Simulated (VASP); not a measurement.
A run of VASP 6.6.1 is set up as follows.

Contents of POSCAR:

```
HfN
1.0
    0.0000000000      2.2626988807      2.2626988807
    2.2626988807      0.0000000000      2.2626988807
    2.2626988807      2.2626988807      0.0000000000
Hf N
1 1
Direct
    0.0000000000      0.0000000000      0.0000000000
    0.5000000000      0.5000000000      0.5000000000
```

INCAR.step1

```
SYSTEM = HfN
PREC     = Accurate       ! precision mode
ENCUT    = 520            ! plane-wave cutoff, eV
ISMEAR   = 0              ! smearing method
SIGMA    = 0.1            ! smearing width, eV
LREAL    = .FALSE.        ! projectors in reciprocal space
LASPH    = .TRUE.         ! aspherical terms in the spheres
NELM     = 100            ! most SCF steps
NBANDS   = 14             ! bands
GGA      = PE             ! functional
ALGO     = Normal         ! electronic algorithm
EDIFF    = 1E-4           ! SCF threshold, eV
LWAVE    = .TRUE.         ! write WAVECAR
LCHARG   = .FALSE.        ! write CHGCAR
```

Contents of INCAR.step2:

```
SYSTEM = HfN
PREC     = Accurate       ! precision mode
ENCUT    = 520            ! plane-wave cutoff, eV
EDIFF    = 1E-6           ! SCF threshold, eV
ISMEAR   = 0              ! smearing method
SIGMA    = 0.1            ! smearing width, eV
LREAL    = .FALSE.        ! projectors in reciprocal space
LASPH    = .TRUE.         ! aspherical terms in the spheres
NELM     = 100            ! most SCF steps
ALGO     = Normal         ! electronic algorithm
ISIF     = 2              ! what is computed and relaxed
LWAVE    = .FALSE.        ! write WAVECAR
LCHARG   = .FALSE.        ! write CHGCAR
METAGGA  = R2SCAN         ! meta-GGA
LMIXTAU  = .TRUE.       
NBANDS   = 14             ! bands
ISTART   = 1
```

KPOINTS

```
Automatic mesh
0
G
  16 16 16
  0 0 0
```

Potentials or basis: VASP PAW PBE potentials, release 64 (Hf_pv, N).

Launch:

```sh
$ cat potpaw_PBE.64/Hf_pv/POTCAR potpaw_PBE.64/N/POTCAR > POTCAR
$ cp INCAR.step1 INCAR
$ mpirun -np 1 vasp_std > vasp.out
$ cp INCAR.step2 INCAR
$ mpirun -np 1 vasp_std > vasp.out
```

Q: Estimate the pressure.

A: -2.7 GPa.

Caveat: the PAW data sets were made with another functional, which shifts forces and pressure a little.
